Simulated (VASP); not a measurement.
# WC (Qusongite) (P-6m2) in VASP: further runs

The runs below take WC (Qusongite) through single point, with LDA, PBE.

All numbers are computed with VASP 6.6.1; they aren't measurements. Logs are shortened: lines on timing, memory, paths and dates and some standing lists are left out, and cuts for length are marked.

### 1 The cell of the first run

Symmetry: P-6m2, No. 187, hexagonal system. The conventional cell has a = 2.945 Å, b = 2.945 Å, c = 2.874 Å, α = 90.00°, β = 90.00°, γ = 120.00°. W (site symmetry -6m2) has 6 C at 2.23 Å and 2 W at 2.87 Å within 2.9 Å. C (site symmetry -6m2) has 6 W at 2.23 Å and 2 C at 2.87 Å within 2.9 Å.

### 2 Single point, LDA

INCAR reads:

```
SYSTEM = WC
PREC = Accurate ; ENCUT = 520
EDIFF = 1E-7 ; ISMEAR = -1
SIGMA = 0.05 ; LREAL = .FALSE.
LASPH = .TRUE. ; NELM = 80
ALGO = Normal ; ISIF = 2
LWAVE = .FALSE. ; LCHARG = .FALSE.
GGA = CA ; NBANDS = 16
```

KPOINTS reads:

```
regular mesh
0
G
  10 10 9
  0 0 0
```

POSCAR reads:

```
WC
1.0
    2.9447478072      0.0000000000      0.0000000000
   -1.4723739036      2.5502264088      0.0000000000
    0.0000000000      0.0000000000      2.8739279649
W C
1 1
Direct
    0.0000000000      0.0000000000      0.0000000000
    0.6666666667      0.3333333333      0.5000000000
```

Potentials or basis: VASP PAW LDA potentials, release 64 (W_sv, C).

Started as:

```sh
$ cat potpaw_LDA.64/W_sv/POTCAR potpaw_LDA.64/C/POTCAR > POTCAR
$ mpirun -np 1 vasp_std > vasp.out
```

OUTCAR:

```text
SYSTEM = WC
   PREC = Accurate
   ENCUT = 520
   EDIFF = 1E-7
   ISMEAR = -1
   LREAL = .FALSE.
   LASPH = .TRUE.
   NELM = 80
   ISIF = 2
   GGA = CA

 ion  position               nearest neighbor table
   1  0.000  0.000  0.000-   2 2.23   2 2.23   2 2.23   2 2.23   2 2.23   2 2.23
   2  0.667  0.333  0.500-   1 2.23   1 2.23   1 2.23   1 2.23   1 2.23   1 2.23

  LATTYP: Found a hexagonal cell.
 ALAT       =     2.9447478072
 C/A-ratio  =     0.9759504559

  Lattice vectors:

 A1 = (   2.9447478072,   0.0000000000,   0.0000000000)
 A2 = (  -1.4723739036,   2.5502264088,   0.0000000000)
 A3 = (   0.0000000000,   0.0000000000,   2.8739279649)

Analysis of symmetry for initial positions (statically):
=====================================================================
 Subroutine PRICEL returns:
 Original cell was already a primitive cell.

 Routine SETGRP: Setting up the symmetry group for a
 hexagonal supercell.

 Subroutine GETGRP returns: Found 12 space group operations
 (whereof 12 operations were pure point group operations)
 out of a pool of 24 trial point group operations.

The static configuration has the point symmetry D_3h.

Analysis of symmetry for dynamics (positions and initial velocities):
=====================================================================
 Subroutine PRICEL returns:
 Original cell was already a primitive cell.

 Routine SETGRP: Setting up the symmetry group for a
 hexagonal supercell.

 Subroutine GETGRP returns: Found 12 space group operations
 (whereof 12 operations were pure point group operations)
 out of a pool of 24 trial point group operations.

The dynamic configuration has the point symmetry D_3h.

 Subroutine INISYM returns: Found 12 space group operations
 (whereof 12 operations are pure point group operations),
 and found     1 'primitive' translations

----------------------------------------------------------------------------------------

                                     Primitive cell

  volume of cell :      21.5825

  direct lattice vectors                    reciprocal lattice vectors
     2.944747807  0.000000000  0.000000000     0.339587654  0.196061024  0.000000000
    -1.472373904  2.550226409  0.000000000     0.000000000  0.392122047  0.000000000
     0.000000000  0.000000000  2.873927965     0.000000000  0.000000000  0.347955833

  length of vectors
     2.944747807  2.944747807  2.873927965     0.392122047  0.392122047  0.347955833

  position of ions in fractional coordinates (direct lattice)
     0.000000000  0.000000000  0.000000000
     0.666666667  0.333333333  0.500000000

  ion indices of the primitive-cell ions
   primitive index   ion index
                 1           1
                 2           2

----------------------------------------------------------------------------------------

 KPOINTS: regular mesh

Automatic generation of k-mesh.
 Grid dimensions read from file:
 generate k-points for:   10   10    9

 Generating k-lattice:

  Cartesian coordinates                     Fractional coordinates (reciprocal lattice)
     0.033958765  0.019606102  0.000000000     0.100000000  0.000000000  0.000000000
     0.000000000  0.039212205  0.000000000     0.000000000  0.100000000  0.000000000
     0.000000000  0.000000000  0.038661759     0.000000000  0.000000000  0.111111111

  Length of vectors
     0.039212205  0.039212205  0.038661759

  Shift w.r.t. Gamma in fractional coordinates (k-lattice)
     0.000000000  0.000000000  0.000000000

 Subroutine IBZKPT returns following result:
 ===========================================

 Found     70 irreducible k-points:

 Following reciprocal coordinates:
            Coordinates               Weight
  0.000000  0.000000  0.000000      1.000000
  0.100000  0.000000  0.000000      6.000000
  0.200000  0.000000  0.000000      6.000000
  0.300000 -0.000000  0.000000      6.000000
  0.400000  0.000000  0.000000      6.000000
  0.500000  0.000000  0.000000      3.000000
[... 16 lines left out ...]
  0.300000  0.100000  0.111111     24.000000
  0.400000  0.100000  0.111111     24.000000
 [... further k-points ...]
   k-points           NKPTS =     70   k-points in BZ     NKDIM =     70   number of bands    NBANDS=     16
   number of dos      NEDOS =    301   number of ions     NIONS =      2
   total plane-waves  NPLWV =  13824
   dimension x,y,z NGX =    24 NGY =   24 NGZ =   24
   dimension x,y,z NGXF=    48 NGYF=   48 NGZF=   48
   ions per type =               1   1
   NGX,Y,Z   is equivalent  to a cutoff of  13.55, 13.55, 13.88 a.u.
   NGXF,Y,Z  is equivalent  to a cutoff of  27.10, 27.10, 27.77 a.u.
 SYSTEM =  WC
   PREC   = accura    normal or accurate (medium, high low for compatibility)
   ISTART =      0    job   : 0-new  1-cont  2-samecut
   ICHARG =      2    charge: 1-file 2-atom 10-const
   ISPIN  =      1    spin polarized calculation?
   LNONCOLLINEAR =      F non collinear calculations
   LSORBIT =      F    spin-orbit coupling
   LASPH  =      T    aspherical Exc in radial PAW
   ENCUT  =  520.0 eV  38.22 Ry    6.18 a.u.   5.48  5.48  5.34*2*pi/ulx,y,z
   NELM   =     80;   NELMIN=  2; NELMDL= -5     # of ELM steps
   EDIFF  = 0.1E-06   stopping-criterion for ELM
   LREAL  =      F    real-space projection
   EDIFFG = 0.1E-05   stopping-criterion for IOM
   NSW    =      0    number of steps for IOM
   IBRION =     -1    ionic relax: 0-MD 1-quasi-New 2-CG
   NFREE  =      0    steps in history (QN), initial steepest desc. (CG)
   ISIF   =      2    stress and relaxation
   ISYM   =      2    0-nonsym 1-usesym 2-fastsym
   POTIM  = 0.5000    time-step for ionic-motion
   TEBEG  =    0.0;   TEEND  =   0.0 temperature during run
   PSTRESS=    0.0 pullay stress
   NELECT =      18.0000    total number of electrons
   NUPDOWN=      -1.0000    fix difference up-down
   EMIN   =  10.00;   EMAX   =-10.00  energy-range for DOS
[... 5 lines left out ...]
     AMIX     =   0.40;   BMIX     =  1.00
     AMIX_MAG =   1.60;   BMIX_MAG =  1.00
  volume/ion in A,a.u.               =      10.79        72.82
  Fermi-wavevector in a.u.,A,eV,Ry     =   1.540984  2.912037 32.308820  2.374631
  Thomas-Fermi vector in A             =   2.646994
   LORBIT       =      0    0 simple, 1 ext, 2 COOP (PROOUT), +10 PAW based schemes
   GGA     = CA    functional components
   LHFCALC =     F    Hartree Fock is set to
   AEXX    =    0.0000 exact exchange contribution
   IVDW    =     0    specifies the selected vdW correction
   LEPSILON=     F    determine dielectric tensor
   LRPA    =     F    only Hartree local field effects (RPA)
 non-spin polarized calculation
  energy-cutoff  :      520.00
  volume of cell :       21.58
 maximum number of plane-waves:       599
 NGX is ok and might be reduce to    24
   NGX = 11   NGY = 11   NGZ = 11

 number of electron      18.0000000 magnetization

 Free energy of the ion-electron system (eV)
  ---------------------------------------------------
  ext. energy  EPLUGINS =         0.00000000
  ---------------------------------------------------
  free energy    TOTEN  =       -24.62125642 eV

  energy without entropy =      -24.61945580  energy(sigma->0) =      -24.62035611

 E-fermi :  10.4139     XC(G=0): -13.7654

 val. band max:       10.4136889613   @ k =   0.1000   0.0000   0.3333
 cond. band min:      10.4734200139   @ k =   0.4000   0.2000   0.0000
 fundamental gap:      0.0597310526
 Fermi energy:        10.4139281190

 k-point     1 :       0.0000    0.0000    0.0000
  band No.  band energies     occupation
      1     -63.1952      2.00000
      2     -27.4425      2.00000
      3     -27.3434      2.00000
      4     -27.3434      2.00000
      5      -3.5587      2.00000
      6       6.3204      2.00000
[... 8 lines left out ...]
     15      24.4377      0.00000
     16      26.8341      0.00000

 k-point     2 :       0.1000    0.0000    0.0000
  band No.  band energies     occupation
      1     -63.1904      2.00000
      2     -27.4333      2.00000
      3     -27.4154      2.00000
      4     -27.3599      2.00000
      5      -3.3093      2.00000
      6       6.3464      2.00000
[... 8 lines left out ...]
     15      24.0256      0.00000
     16      27.3509      0.00000

 k-point     3 :       0.2000    0.0000    0.0000
  band No.  band energies     occupation
      1     -63.1780      2.00000
      2     -27.6004      2.00000
      3     -27.4090      2.00000
      4     -27.4027      2.00000
      5      -2.6210      2.00000
      6       5.6418      2.00000
[... 8 lines left out ...]
     15      23.8721      0.00000
     16      28.4958      0.00000

 k-point     4 :       0.3000   -0.0000    0.0000
  band No.  band energies     occupation
      1     -63.1625      2.00000
      2     -27.8222      2.00000
      3     -27.4551      2.00000
      4     -27.3789      2.00000
      5      -1.6653      2.00000
      6       4.6820      2.00000
[... 8 lines left out ...]
     15      24.7007      0.00000
     16      27.2722      0.00000

 k-point     5 :       0.4000    0.0000    0.0000
  band No.  band energies     occupation
      1     -63.1499      2.00000
      2     -27.9966      2.00000
      3     -27.4971      2.00000
      4     -27.3544      2.00000
      5      -0.7375      2.00000
      6       3.9431      2.00000
[... 8 lines left out ...]
     15      23.9150      0.00000
     16      27.1426      0.00000

 k-point     6 :       0.5000    0.0000    0.0000
  band No.  band energies     occupation
      1     -63.1452      2.00000
      2     -28.0621      2.00000
      3     -27.5130      2.00000
      4     -27.3450      2.00000
      5      -0.3139      2.00000
      6       3.6425      2.00000
[... 8 lines left out ...]
     15      22.7740      0.00000
     16      27.9771      0.00000
[... 267 lines left out ...]
 k-point    21 :       0.1000    0.1000    0.1111
  band No.  band energies     occupation
      1     -63.1777      2.00000
      2     -27.5323      2.00000
      3     -27.4931      2.00000
      4     -27.3876      2.00000
      5      -2.5863      2.00000
      6       6.0644      2.00000
[... 8 lines left out ...]
     15      23.6689      0.00000
     16      27.7191      0.00000

 k-point    22 :       0.2000    0.1000    0.1111
  band No.  band energies     occupation
      1     -63.1638      2.00000
      2     -27.7200      2.00000
      3     -27.4657      2.00000
      4     -27.4475      2.00000
      5      -1.8029      2.00000
      6       5.2066      2.00000
[... 8 lines left out ...]
     15      23.8005      0.00000
     16      27.7138      0.00000

 k-point    23 :       0.3000    0.1000    0.1111
  band No.  band energies     occupation
      1     -63.1498      2.00000
      2     -27.9034      2.00000
      3     -27.5076      2.00000
      4     -27.4367      2.00000
      5      -0.9009      2.00000
      6       4.3533      2.00000
[... 8 lines left out ...]
     15      24.2763      0.00000
     16      26.6207      0.00000

 k-point    24 :       0.4000    0.1000    0.1111
  band No.  band energies     occupation
      1     -63.1412      2.00000
      2     -28.0144      2.00000
      3     -27.5444      2.00000
      4     -27.4187      2.00000
      5      -0.2304      2.00000
      6       3.7925      2.00000
[... 8 lines left out ...]
     15      23.2863      0.00000
     16      27.3771      0.00000

 [... further k-points ...]
[... 5 lines left out ...]
  --------------------------------------------------------------------------------------
  -------------------------------------------------------------------------------------
  Total       -2.6934486     -2.6934486     -3.2849559     -0.0000000     -0.0000000      0.0000000
  in kB     -199.9477600   -199.9477600   -243.8582186     -0.0000000     -0.0000000      0.0000000
  external PRESSURE =    -214.5845795 kB  Pullay stress =       0.0000000 kB

 VOLUME and BASIS-vectors are now :
 -----------------------------------------------------------------------------
  energy-cutoff  :      520.00
  volume of cell :       21.58
      direct lattice vectors                 reciprocal lattice vectors
     2.944747807  0.000000000  0.000000000     0.339587654  0.196061024  0.000000000
    -1.472373904  2.550226409  0.000000000     0.000000000  0.392122047  0.000000000
     0.000000000  0.000000000  2.873927965     0.000000000  0.000000000  0.347955833

 POSITION                                       TOTAL-FORCE (eV/Angst)
 -----------------------------------------------------------------------------------
      0.00000      0.00000      0.00000         0.000000      0.000000      0.000000
      1.47237      0.85008      1.43696        -0.000000     -0.000000      0.000000
 -----------------------------------------------------------------------------------
    total drift:                               -0.000000      0.000000      0.000000

  FREE ENERGIE OF THE ION-ELECTRON SYSTEM (eV)
  ---------------------------------------------------
  free  energy   TOTEN  =       -24.6212564164 eV

  energy  without entropy=      -24.6194558026  energy(sigma->0) =      -24.62035611
```

Wall time 13 s (1 thread of Intel Xeon Platinum 8259CL at 2.50GHz (Skylake/Cascade Lake), shared host); peak memory 0.14 GiB.

What came out:

```yaml
Free_energy: -24.6213 eV
Pressure: -21.5 GPa
Band_gap_on_the_k_mesh: zero (band 9 reaches 11.06 eV, above the bottom of band 10 at 9.89 eV)
```

Caveat: spin-orbit coupling is left out, which moves the levels of the heavy elements.

(Continued in part 2 of 3.)
